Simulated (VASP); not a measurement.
A run of VASP 6.6.1 is set up as follows.

Contents of INCAR:

```
PREC = Accurate
ENCUT = 520
EDIFF = 1E-6
ISMEAR = 0
SIGMA = 0.1
LREAL = False
LASPH = True
NELM = 150
ALGO = Normal
ISIF = 2
LWAVE = False
LCHARG = False
ISPIN = 2
MAGMOM = 0 0.12
LORBIT = 11
LMAXMIX = 4
GGA = PE
NBANDS = 22
```

The input KPOINTS:

```
regular mesh
0
Gamma
  20 20 20
```

File POSCAR:

```
GaCo
1.0
    2.8524702358      0.0000000000      0.0000000000
    0.0000000000      2.8524702358      0.0000000000
    0.0000000000      0.0000000000      2.8524702358
Ga Co
1 1
Direct
    0.5000000000      0.5000000000      0.5000000000
    0.0000000000      0.0000000000      0.0000000000
```

Potentials or basis: VASP PAW PBE potentials, release 64 (Ga_d, Co).

Launch:

```bash
$ cat potpaw_PBE.64/Ga_d/POTCAR potpaw_PBE.64/Co/POTCAR > POTCAR
$ mpirun -np 1 vasp_std > vasp.out
```

Task: Predict the net moment.

Result: 0.02 μB per cell.

Task: Estimate the pressure.

Result: 6.0 GPa.

Caveat: the cell stands under pressure.
